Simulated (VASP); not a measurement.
Co, 1 atom in the cell. The structure is cubic, space group Pm-3m (No. 221). Conventional cell: a = 2.136 Å, b = 2.136 Å, c = 2.136 Å, α = 90.00°, β = 90.00°, γ = 90.00°. Co (site symmetry m-3m) has 6 Co at 2.14 Å within 2.8 Å.  This cell differs from its parent crystal: volume scaled by 0.76.

| Property | Result |
| --- | --- |
| Program | VASP 6.6.1 |
| Task | single point |
| Functional | PBE |
| Potentials or basis | VASP PAW PBE potentials, release 64 (Co) |
| Cutoff | 520 eV |
| k mesh | 17 × 17 × 17 |
| Occupations | fermi-dirac, width 0.05 eV |
| Spin | collinear spin, ferromagnetic start |
| Starting moments | [1.7] μB |
| Dipole correction | no |
| Further INCAR settings | ALGO = Normal; EDIFF = 1e-07; NBANDS = 14 |

Potentials or basis: VASP PAW PBE potentials, release 64 (Co).

Run with:

```bash
$ cat potpaw_PBE.64/Co/POTCAR > POTCAR
$ mpirun -np 1 vasp_std > vasp.out
```

Hardware: 1 thread of AMD EPYC 7R13 Processor (Zen 3), on a shared host.

Q: How long does it take, and how much memory?

A: Run time: 24 s on 1 thread of AMD EPYC 7R13 Processor (Zen 3), with other jobs on the host, peak memory 0.11 GiB. Counts: scf iterations 14, k points 165.
